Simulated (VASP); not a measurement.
Set up this calculation in VASP 6.6.1, as the native input.

```yaml
Task: single point
Functional: PBE
Potentials_or_basis: VASP PAW PBE potentials, release 64 (Pr_3, Be, Si), 4f in core
Cutoff: 600 eV
k_mesh: 12 × 12 × 12
Occupations: gaussian, width 0.1 eV
Spin: no spin polarisation
Dipole_correction: no
Further_INCAR_settings: ALGO = Normal; EDIFF = 1e-06; NBANDS = 18
```

The structure of PrBe3Si lies in POSCAR:

```
PrBe3Si
1.0
   -1.9871434122      1.9871434122      4.7927738861
    1.9871434122     -1.9871434122      4.7927738861
    1.9871434122      1.9871434122     -4.7927738861
Pr Be Si
1 3 1
Direct
    0.0202851950      0.0202851950      0.0000000000
    0.3963473804      0.3963473804      0.0000000000
    0.2762089952      0.7762089952      0.5000000000
    0.7762089952      0.2762089952      0.5000000000
    0.6459494444      0.6459494444      0.0000000000
```

These files were run (other wordings do the same):

INCAR

```
SYSTEM = PrBe3Si
PREC = Accurate ; ENCUT = 600
EDIFF = 1E-6 ; ISMEAR = 0
SIGMA = 0.1 ; LREAL = .False.
LASPH = .True. ; NELM = 200
ALGO = Normal ; ISIF = 2
LWAVE = .False. ; LCHARG = .False.
GGA = PE ; NBANDS = 18
GGA_COMPAT = .False. ; LMAXMIX = 6
```

KPOINTS

```
regular mesh
0
Gamma
  12 12 12
  0 0 0
```

Potentials or basis: VASP PAW PBE potentials, release 64 (Pr_3, Be, Si), 4f in core.

Launch:

```sh
$ cat potpaw_PBE.64/Pr_3/POTCAR potpaw_PBE.64/Be/POTCAR potpaw_PBE.64/Si/POTCAR > POTCAR
$ mpirun -np 1 vasp_std > vasp.out
```

Results of the run:

```yaml
Pressure: -2.5 GPa
Largest_force: 0.014 eV/Å
Band_gap_on_the_k_mesh: zero (an odd number of electrons rules out a gap without spin polarisation)
```

Caveat: spin-orbit coupling is left out, which moves the levels of the heavy elements; the 4f electrons are frozen in the core, so they carry no moment and show no levels.

It took 4.6 min on 1 thread of Intel(R) Xeon(R) Platinum 8559C (Emerald Rapids), on a shared host, peak memory 0.53 GiB.
